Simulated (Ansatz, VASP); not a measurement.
**TiPd in VASP and in Ansatz**

```
Ti Pd
1.0
     2.76699    0.00000    0.00000
     0.00000    2.76699    0.00000
     0.00000    0.00000    3.80023
Ti Pd
1 1
Direct
  0.00000 0.00000 0.00000
  0.50000 0.50000 0.50000
```

Alike in both runs: task single point; functional LDA; k mesh 8 × 8 × 6; occupations fermi-dirac, width 0.05 eV; no spin polarisation.

|  | VASP | Ansatz |
| --- | --- | --- |
| version | VASP 6.6.1 | Ansatz 0.2.0 |
| potentials or method | VASP PAW LDA potentials, release 64 (Ti_sv, Pd), cutoff 520 eV | plane waves, PAW |
| valence electrons in the cell | 22 | 30 |

|  | VASP | Ansatz | Ansatz less VASP |
| --- | --- | --- | --- |
| pressure (GPa) | -0.1 | -0.4 | -0.26 |
| traceless stress, the component that is largest in VASP (GPa) | -0.20 | -0.27 | -0.067 |

LDA's correlation is that of Perdew and Zunger in VASP and of Perdew and Wang (1992) in Ansatz. VASP's potentials hold 22 valence electrons a cell and Ansatz's 30, so a difference there can come from the potentials and not from the codes.
